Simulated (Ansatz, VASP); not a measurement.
## Ru: VASP beside Ansatz

```
Ru
1.0
     2.70600    0.00000    0.00000
     1.35300    2.34346    0.00000
     0.00000    0.00000   38.81000
Ru
11
Cartesian
  0.0000 0.0000 8.7189
  1.3530 0.7812 10.7909
  0.0000 0.0000 12.9417
  1.3530 0.7812 15.1030
  0.0000 0.0000 17.2558
  1.3530 0.7812 19.4050
  0.0000 0.0000 21.5542
  1.3530 0.7812 23.7070
  0.0000 0.0000 25.8683
  1.3530 0.7812 28.0191
  0.0000 0.0000 30.0911
```

Alike in both runs: functional PBE; k mesh 16 × 16 × 1; occupations gaussian, width 0.1 eV; no spin polarisation.

Ansatz relaxed the structure, and its values are those at the end. VASP's run is a single point on that final structure, the one shown.

|  | VASP | Ansatz |
| --- | --- | --- |
| version | VASP 6.6.1 | Ansatz 0.2.0 |
| potentials or method | VASP PAW PBE potentials, release 64 (Ru_pv) | scalar-relativistic, plane waves, PAW |
| plane-wave cutoff (eV) | 520 | 420 |
| valence electrons in the cell | 154 | 176 |

```csv
,VASP,Ansatz,Ansatz less VASP
gap on the k mesh at the Fermi level (eV),none,none,-
rms of the force components (eV/Å),0.004,0.000,-0.0034
```

A gap of «none» marks a metal or a gap that the smearing closes. The functional is the same, so the differences come from potentials, cutoffs and numerics. VASP's potentials hold 154 valence electrons a cell and Ansatz's 176, so a difference there can come from the potentials and not from the codes. Ansatz's warnings: xc potential rough in thin density.
